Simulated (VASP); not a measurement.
# W4C4F in VASP: single point with LDA

Aim: the single point of W4C4F with LDA.

Program: VASP 6.6.1. These are calculated values, not measurements. Logs are shortened: lines on timing, memory, paths and dates and some standing lists are left out, and cuts for length are marked.

## Step 1: The cell of the first run

The cell holds a slab with vacuum, 18 atoms: a = 5.751 Å, b = 5.751 Å, c = 16.226 Å, α = 90.00°, β = 90.00°, γ = 120.00°.

## Step 2: Single point, LDA

INCAR reads:

```
SYSTEM = W4C4F
ALGO = Normal
EDIFF = 1E-6
ENCUT = 1010
GGA_COMPAT = .FALSE.
ISIF = 2
ISMEAR = -1
LASPH = .TRUE.
LCHARG = .FALSE.
LREAL = Auto
LWAVE = .FALSE.
NBANDS = 94
NELM = 120
NELMDL = -8
PREC = Accurate
SIGMA = 0.1
```

KPOINTS reads:

```
k-points
0
G
  3 3 1
  0 0 0
```

POSCAR reads:

```
W4C4F
1.0
    5.7513400000      0.0000000000      0.0000000000
   -2.8756700000      4.9808070000      0.0000000000
    0.0000000000      0.0000000000     16.2257100000
W C F
8 8 2
Direct
    0.0000000000      0.0000000000      0.0616305900
   -0.0011112494     -0.0006158725      0.2339705735
   -0.0000000200      0.4999999500      0.0616305900
   -0.0011030720      0.4993846451      0.2339758724
    0.5000000000      0.0000000000      0.0616305900
    0.4967365131     -0.0016828892      0.2356703383
    0.4999999800      0.4999999500      0.0616305900
    0.4967034980      0.4982927860      0.2356844648
    0.3336076900      0.1667791582      0.1413908533
    0.3211990879      0.1605298658      0.3037811067
    0.3336152135      0.6667797876      0.1414106537
    0.3211991467      0.6605545886      0.3038024145
    0.8318651715      0.1659105273      0.1430030388
    0.8374183656      0.1687128167      0.3124375349
    0.8318509674      0.6659127595      0.1430151009
    0.8375337089      0.6686854689      0.3124597248
   -0.1782468169      0.1608751023      0.3931281086
   -0.1780965936     -0.3391130152      0.3931529736
```

Potentials or basis: VASP PAW LDA potentials, release 64 (W_sv, C_h, F_h).

Run with:

```console
$ cat potpaw_LDA.64/W_sv/POTCAR potpaw_LDA.64/C_h/POTCAR potpaw_LDA.64/F_h/POTCAR > POTCAR
$ mpirun -np 1 vasp_std > vasp.out
```

OUTCAR:

```text
SYSTEM = W4C4F
   EDIFF = 1E-6
   ENCUT = 1010
   ISIF = 2
   ISMEAR = -1
   LASPH = .TRUE.
   LREAL = Auto
   NELM = 120
   NELMDL = -8
   PREC = Accurate

 ion  position               nearest neighbor table
   1  0.000  0.000  0.062-   9 2.11  13 2.12  15 2.12   2 2.80   3 2.88   7 2.88   5 2.88   5 2.88
                             7 2.88   3 2.88
   2  0.999  0.999  0.234-  10 1.96  16 2.08  14 2.08  15 2.22  13 2.22   9 2.24   1 2.80   8 2.87
                             6 2.87   4 2.88   4 2.88   6 2.89   8 2.89
   3  1.000  0.500  0.062-  11 2.11  13 2.12  15 2.12   4 2.80   1 2.88   5 2.88   7 2.88   7 2.88
                             5 2.88   1 2.88
   4  0.999  0.499  0.234-  12 1.96  14 2.08  16 2.08  13 2.22  15 2.22  11 2.24   3 2.80   8 2.87
                             6 2.87   2 2.88   2 2.88   6 2.89   8 2.89
   5  0.500  0.000  0.062-   9 2.10  11 2.10  13 2.12   6 2.82   7 2.88   3 2.88   1 2.88   1 2.88
                             3 2.88   7 2.88
   6  0.497  0.998  0.236-  10 2.01  12 2.01  14 2.10  13 2.25  11 2.25   9 2.25   5 2.82   2 2.87
                             4 2.87   8 2.88   8 2.88   4 2.89   2 2.89
   7  0.500  0.500  0.062-  11 2.10   9 2.10  15 2.12   8 2.82   5 2.88   1 2.88   3 2.88   3 2.88
                             1 2.88   5 2.88
   8  0.497  0.498  0.236-  10 2.01  12 2.01  16 2.11  15 2.25   9 2.25  11 2.25   7 2.82   4 2.87
                             2 2.87   6 2.88   6 2.88   2 2.89   4 2.89
   9  0.334  0.167  0.141-   5 2.10   7 2.10   1 2.11   2 2.24   8 2.25   6 2.25
  10  0.321  0.161  0.304-   2 1.96   8 2.01   6 2.01
  11  0.334  0.667  0.141-   7 2.10   5 2.10   3 2.11   4 2.24   6 2.25   8 2.25
  12  0.321  0.661  0.304-   4 1.96   8 2.01   6 2.01
  13  0.832  0.166  0.143-   5 2.12   1 2.12   3 2.12   4 2.22   2 2.22   6 2.25
  14  0.837  0.169  0.312-  17 1.31   4 2.08   2 2.08   6 2.10
  15  0.832  0.666  0.143-   7 2.12   3 2.12   1 2.12   2 2.22   4 2.22   8 2.25
  16  0.838  0.669  0.312-  18 1.31   4 2.08   2 2.08   8 2.11
  17  0.822  0.161  0.393-  14 1.31
  18  0.822  0.661  0.393-  16 1.31

  LATTYP: Found a hexagonal cell.
 ALAT       =     5.7513400000
 C/A-ratio  =     2.8212051452

  Lattice vectors:

 A1 = (   5.7513400000,   0.0000000000,   0.0000000000)
 A2 = (  -2.8756700000,   4.9808070000,   0.0000000000)
 A3 = (   0.0000000000,   0.0000000000,  16.2257100000)

Analysis of symmetry for initial positions (statically):
=====================================================================
 Subroutine PRICEL returns:
 Original cell was already a primitive cell.

 Routine SETGRP: Setting up the symmetry group for a
 hexagonal supercell.

 Subroutine GETGRP returns: Found  1 space group operations
 (whereof  1 operations were pure point group operations)
 out of a pool of 24 trial point group operations.

[... 136 lines left out ...]
   PSTRESS=    0.0 pullay stress
   NELECT =     158.0000    total number of electrons
   NUPDOWN=      -1.0000    fix difference up-down
   EMIN   =  10.00;   EMAX   =-10.00  energy-range for DOS
   EFERMI =   0.00;   METHOD = LEGACY
   ISMEAR =    -1;   SIGMA  =   0.10  broadening in eV -4-tet -1-fermi 0-gaus
   EFERMI_NEDOS =   21; number of points for ismear=-14 and -15
   IALGO  =     38    algorithm
   IMIX   =      4    mixing-type and parameters
     AMIX     =   0.40;   BMIX     =  1.00
     AMIX_MAG =   1.60;   BMIX_MAG =  1.00
  volume/ion in A,a.u.               =      25.82       174.26
  Fermi-wavevector in a.u.,A,eV,Ry     =   1.142536  2.159079 17.760874  1.305387
  Thomas-Fermi vector in A             =   2.279233
   LORBIT       =      0    0 simple, 1 ext, 2 COOP (PROOUT), +10 PAW based schemes
   GGA     = CA    functional components
   LHFCALC =     F    Hartree Fock is set to
   AEXX    =    0.0000 exact exchange contribution
   IVDW    =     0    specifies the selected vdW correction
   LEPSILON=     F    determine dielectric tensor
   LRPA    =     F    only Hartree local field effects (RPA)
 non-spin polarized calculation
  energy-cutoff  :     1010.00
  volume of cell :      464.81
 maximum number of plane-waves:     33933
   NGX = 29   NGY = 29   NGZ = 85

 number of electron     158.0000001 magnetization

 Free energy of the ion-electron system (eV)
  ---------------------------------------------------
  ext. energy  EPLUGINS =         0.00000000
  ---------------------------------------------------
  free energy    TOTEN  =      -189.88216440 eV

  energy without entropy =     -189.66981990  energy(sigma->0) =     -189.77599215

 E-fermi :   0.4317     XC(G=0):  -6.5762

 val. band max:        0.4132821323   @ k =   0.0000   0.3333   0.0000
 cond. band min:       0.4753478184   @ k =   0.3333  -0.0000   0.0000
 fundamental gap:      0.0620656861
 Fermi energy:         0.4316963597

 k-point     1 :       0.0000    0.0000    0.0000
  band No.  band energies     occupation
      1     -72.8735      2.00000
      2     -72.8098      2.00000
      3     -72.8062      2.00000
      4     -72.8030      2.00000
      5     -72.6823      2.00000
      6     -72.6399      2.00000
[... 459 lines left out ...]
     90       3.1699      0.00000
     91       3.1776      0.00000
 [bands above 91 left out]

------------------------ aborting loop because EDIFF is reached ----------------------------------------

  FORCE on cell =-STRESS in cart. coord.  units (eV):
  Direction    XX          YY          ZZ          XY          YZ          ZX
  --------------------------------------------------------------------------------------
  -------------------------------------------------------------------------------------
  Total        2.3044777      1.7441184      2.2207126      0.4837525      0.0023008     -0.0225732
  in kB        7.9434766      6.0119322      7.6547406      1.6674827      0.0079307     -0.0778093
  external PRESSURE =       7.2033832 kB  Pullay stress =       0.0000000 kB

 VOLUME and BASIS-vectors are now :
 -----------------------------------------------------------------------------
  energy-cutoff  :     1010.00
  volume of cell :      464.81
      direct lattice vectors                 reciprocal lattice vectors
     5.751340000  0.000000000  0.000000000     0.173872524  0.100385339  0.000000000
    -2.875670000  4.980807000  0.000000000     0.000000000  0.200770678  0.000000000
     0.000000000  0.000000000 16.225710000     0.000000000  0.000000000  0.061630585

 POSITION                                       TOTAL-FORCE (eV/Angst)
 -----------------------------------------------------------------------------------
      0.00000      0.00000      1.00000        -0.102082     -0.060812     -0.118323
      2.87105      4.97774      3.79634        -0.019910     -0.008393     -0.021262
      4.31351      2.49040      1.00000        -0.101460     -0.059224     -0.116317
      4.30893      2.48734      3.79642        -0.018802     -0.005725     -0.024894
      2.87567      0.00000      1.00000         0.105607      0.058053     -0.134554
     -0.01393      4.97242      3.82392         0.015989      0.007541     -0.018441
[... 10 lines left out ...]
      4.26356      0.80129      6.37878        -0.006705     -0.004153      0.155011
      2.82655      3.29175      6.37919        -0.007209     -0.003840      0.152356
 -----------------------------------------------------------------------------------
    total drift:                                0.009884      0.004705     -0.014027

  FREE ENERGIE OF THE ION-ELECTRON SYSTEM (eV)
  ---------------------------------------------------
  free  energy   TOTEN  =      -189.8821643970 eV

  energy  without entropy=     -189.6698199023  energy(sigma->0) =     -189.77599215
```

OSZICAR:

```text
N       E                     dE             d eps       ncg     rms          rms(c)
DAV:   1     0.253038568766E+04    0.25304E+04   -0.12220E+05   996   0.263E+03
DAV:   2     0.328943519008E+02   -0.24975E+04   -0.24435E+04  1106   0.628E+02
DAV:   3    -0.199591713479E+03   -0.23249E+03   -0.22065E+03  1304   0.166E+02
DAV:   4    -0.214170701494E+03   -0.14579E+02   -0.14277E+02  1088   0.392E+01
[... 25 lines left out ...]
DAV:  30    -0.189882158456E+03   -0.12634E-04   -0.40385E-06   826   0.730E-03    0.167E-03
DAV:  31    -0.189882160907E+03   -0.24513E-05   -0.14775E-07   604   0.274E-03    0.125E-03
DAV:  32    -0.189882162638E+03   -0.17305E-05   -0.79311E-08   572   0.159E-03    0.575E-04
DAV:  33    -0.189882163827E+03   -0.11894E-05   -0.14412E-08   580   0.104E-03    0.305E-04
DAV:  34    -0.189882164397E+03   -0.56987E-06    0.60168E-09   550   0.716E-04
   1 F= -.18988216E+03 E0= -.18977599E+03  d E =-.212344E+00
```

Run time: 31 min. Hardware: 1 thread of Intel Xeon Platinum 8259CL at 2.50GHz (Skylake/Cascade Lake), shared host; peak memory 1 GiB.

What came out:

```yaml
Free_energy: -189.8822 eV
Largest_force: 0.181 eV/Å
Band_gap_on_the_k_mesh: zero (bands 79 and 80 overlap by 0.98 eV)
```

Forces in eV/Å, atoms in the order of the input:
```
W   -0.102 -0.061 -0.118
W   -0.020 -0.008 -0.021
W   -0.101 -0.059 -0.116
W   -0.019 -0.006 -0.025
W    0.106  0.058 -0.135
W    0.016  0.008 -0.018
W    0.105  0.060 -0.133
W    0.021  0.016 -0.020
C   -0.002  0.000  0.018
C    0.003  0.001  0.147
C   -0.001 -0.001  0.012
C    0.004  0.003  0.141
C   -0.003 -0.002  0.001
C    0.009  0.000 -0.018
C   -0.003 -0.003 -0.001
C    0.002  0.003 -0.020
F   -0.007 -0.004  0.155
F   -0.007 -0.004  0.152
```

Caveat: the k points lie up to 0.42 Å⁻¹ apart, too coarse for converged energies and pressures of a metal; there is no dipole correction, which matters where the two faces differ; spin-orbit coupling is left out, which moves the levels of the heavy elements.

The gap in the log of VASP goes by the Fermi energy; the results here count the filled bands.